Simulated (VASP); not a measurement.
# Ta2C (P-3m1) in VASP: notebook, part 2 of 2

VASP 6.6.1. The steps go on from the part before.

### Step 4. Single point, PBEsol (strain +0.0375 x Voigt [1, 1, 0, 0, 0, 0])

INCAR

```
SYSTEM = Ta2C
  ALGO = Normal
  EDIFF = 1E-6
  ENCUT = 520
  GGA = PS
  ISIF = 2
  ISMEAR = 0
  LASPH = .TRUE.
  LCHARG = .FALSE.
  LREAL = .FALSE.
  LWAVE = .FALSE.
  NBANDS = 20
  NELM = 100
  PREC = Accurate
  SIGMA = 0.15
```

KPOINTS

```
k-points
0
G
  18 18 10
  0 0 0
```

POSCAR

```
Ta2C
1.0
    3.2113744787      0.0000000000      0.0000000000
   -1.6056872394      2.7811318796      0.0000000000
    0.0000000000      0.0000000000      4.9210802832
Ta C
2 1
Direct
    0.3333333333      0.6666666667      0.2528761935
    0.6666666667      0.3333333333      0.7471238065
    0.0000000000      0.0000000000      0.0000000000
```

Potentials or basis: VASP PAW PBE potentials, release 64 (Ta_pv, C).

Run with:

```bash
$ cat potpaw_PBE.64/Ta_pv/POTCAR potpaw_PBE.64/C/POTCAR > POTCAR
$ mpirun -np 1 vasp_std > vasp.out
```

OUTCAR:

```text
SYSTEM = Ta2C
   EDIFF = 1E-6
   ENCUT = 520
   GGA = PS
   ISIF = 2
   ISMEAR = 0
   LASPH = .TRUE.
   LREAL = .FALSE.
   NELM = 100
   PREC = Accurate

 ion  position               nearest neighbor table
   1  0.333  0.667  0.253-   3 2.23   3 2.23   3 2.23   2 3.06   2 3.06   2 3.06   2 3.10   2 3.10
                             2 3.10
   2  0.667  0.333  0.747-   3 2.23   3 2.23   3 2.23   1 3.06   1 3.06   1 3.06   1 3.10   1 3.10
                             1 3.10
   3  0.000  0.000  0.000-   1 2.23   2 2.23   2 2.23   1 2.23   2 2.23   1 2.23

  LATTYP: Found a hexagonal cell.
 ALAT       =     3.2113744787
 C/A-ratio  =     1.5323906682
[... 741 lines left out ...]

 [... further k-points ...]
[... 5 lines left out ...]
  --------------------------------------------------------------------------------------
  -------------------------------------------------------------------------------------
  Total       -5.8462274     -5.8462274     -2.8449650      0.0000000      0.0000000      0.0000000
  in kB     -213.1146478   -213.1146478   -103.7085424      0.0000000      0.0000000      0.0000000
  external PRESSURE =    -176.6459460 kB  Pullay stress =       0.0000000 kB

 VOLUME and BASIS-vectors are now :
 -----------------------------------------------------------------------------
  energy-cutoff  :      520.00
  volume of cell :       43.95
      direct lattice vectors                 reciprocal lattice vectors
     3.211374479  0.000000000  0.000000000     0.311393145  0.179782916  0.000000000
    -1.605687239  2.781131880  0.000000000     0.000000000  0.359565833  0.000000000
     0.000000000  0.000000000  4.921080283     0.000000000  0.000000000  0.203207414

 POSITION                                       TOTAL-FORCE (eV/Angst)
 -----------------------------------------------------------------------------------
     -0.00000      1.85409      1.24442        -0.000000     -0.000000     -0.461376
      1.60569      0.92704      3.67666         0.000000      0.000000      0.461376
      0.00000      0.00000      0.00000        -0.000000      0.000000      0.000000
 -----------------------------------------------------------------------------------
    total drift:                                0.000000     -0.000000      0.000000

  FREE ENERGIE OF THE ION-ELECTRON SYSTEM (eV)
  ---------------------------------------------------
  free  energy   TOTEN  =       -36.4911768170 eV

  energy  without entropy=      -36.4824425254  energy(sigma->0) =      -36.48680967
```

OSZICAR:

```text
N       E                     dE             d eps       ncg     rms          rms(c)
DAV:   1     0.195205538526E+03    0.19521E+03   -0.14780E+04 13208   0.134E+03
DAV:   2    -0.321559048481E+02   -0.22736E+03   -0.22198E+03 14960   0.374E+02
DAV:   3    -0.403533027818E+02   -0.81974E+01   -0.80841E+01 16860   0.631E+01
DAV:   4    -0.404581758374E+02   -0.10487E+00   -0.10454E+00 16520   0.690E+00
DAV:   5    -0.404591093173E+02   -0.93348E-03   -0.93321E-03 16348   0.612E-01    0.250E+01
DAV:   6    -0.367614688831E+02    0.36976E+01   -0.17907E+01 17108   0.234E+01    0.103E+01
DAV:   7    -0.365457235700E+02    0.21575E+00   -0.13919E+00 14940   0.704E+00    0.509E+00
DAV:   8    -0.364965132993E+02    0.49210E-01   -0.23214E-01 15832   0.306E+00    0.489E-01
DAV:   9    -0.364916377559E+02    0.48755E-02   -0.26389E-02 16208   0.899E-01    0.203E-01
DAV:  10    -0.364912610273E+02    0.37673E-03   -0.39950E-03 17148   0.478E-01    0.591E-02
DAV:  11    -0.364911774670E+02    0.83560E-04   -0.53471E-04 15868   0.138E-01    0.286E-02
DAV:  12    -0.364911770984E+02    0.36863E-06   -0.32846E-05 15248   0.412E-02    0.765E-03
DAV:  13    -0.364911768170E+02    0.28142E-06   -0.79917E-06 15340   0.154E-02
   1 F= -.36491177E+02 E0= -.36486810E+02  d E =-.873429E-02
```

Run time: 4.7 min. Hardware: 1 thread of AMD EPYC 7R43 (Zen 3), shared host; peak memory 0.33 GiB.

Results:

| Property | Result |
| --- | --- |
| Free energy | -36.4912 eV |
| Pressure | -17.7 GPa |
| Largest force | 0.461 eV/Å |
| Band gap on the k mesh | zero (bands 13 and 14 overlap by 0.88 eV) |

Forces in eV/Å, atoms in the order of the input:
```
Ta   0.000  0.000 -0.461
Ta   0.000  0.000  0.461
C    0.000  0.000  0.000
```

Caveat: the cell differs from its parent crystal (strain +0.0375 x Voigt [1, 1, 0, 0, 0, 0]); the stress differs along the axes, from -21 to -10 GPa; the PAW data sets were made with another functional, which shifts forces and pressure a little; spin-orbit coupling is left out, which moves the levels of the heavy elements.

### Step 5. Overview

| cell | gap on the mesh (eV) | pressure (GPa) | largest force (eV/Å) |
| --- | --- | --- | --- |
| a = 2.863, b = 2.863, c = 4.921 Å, angles 90.0, 90.0, 120.0°, 3 atoms | none | 63.2 | 1.66 |
| a = 2.979, b = 2.979, c = 4.921 Å, angles 90.0, 90.0, 120.0°, 3 atoms | none | 26.6 | 0.73 |
| a = 3.211, b = 3.211, c = 4.921 Å, angles 90.0, 90.0, 120.0°, 3 atoms | none | -17.7 | 0.46 |

Alike in all rows: task single point; level PBEsol; potentials or basis VASP PAW PBE potentials, release 64 (Ta_pv, C); no spin polarisation; k mesh 18 × 18 × 10; cutoff (eV) 520; smearing gaussian 0.15 eV.

Caveats: the PAW data sets were made with another functional, which shifts forces and pressure a little; spin-orbit coupling is left out, which moves the levels of the heavy elements; the stress differs along the axes, from 38 to 76 GPa (at least some runs); the stress differs along the axes, from 16 to 32 GPa (at least some runs); the stress differs along the axes, from -21 to -10 GPa (at least some runs).

Absolute energies hang on the potentials; compare differences alone.
